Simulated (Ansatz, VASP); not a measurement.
# ZnSbO: VASP beside Ansatz

```
Zn Sb O
1.0
     3.31535    0.00000    0.00000
     0.00000    3.31535    0.00000
     0.00000    0.00000    5.47767
Zn Sb O
1 1 1
Direct
  0.50000 0.50000 0.00000
  0.50000 0.50000 0.50000
  0.00000 0.00000 0.50000
```

Alike in both runs: task relaxation of cell and atoms; functional PBE; k mesh 14 × 14 × 8; occupations gaussian, width 0.1 eV; no spin polarisation.

```csv
,VASP,Ansatz
version,VASP 6.6.1,Ansatz 0.2.0
potentials or method,"VASP PAW PBE potentials, release 64 (Zn, Sb, O), cutoff 600 eV","scalar-relativistic, plane waves, PAW"
valence electrons in the cell,23,33
```

Ansatz gave:

```
gap on the k mesh at the Fermi level, each at its own relaxed structure (eV)  : none
relaxed volume (Å³/atom)                                                      : 20.14
relaxed length of the cell vector where the two differ most in proportion (Å) : 3.316
```

Task: What did VASP give for the same quantities?

Result: gap on the k mesh at the Fermi level, each at its own relaxed structure (eV): none; relaxed volume (Å³/atom): 20.01; relaxed length of the cell vector where the two differ most in proportion (Å): 3.305.

A gap of «none» marks a metal or a gap that the smearing closes. VASP's potentials hold 23 valence electrons a cell and Ansatz's 33, so a difference there can come from the potentials and not from the codes.

Neither program's run includes spin-orbit coupling.
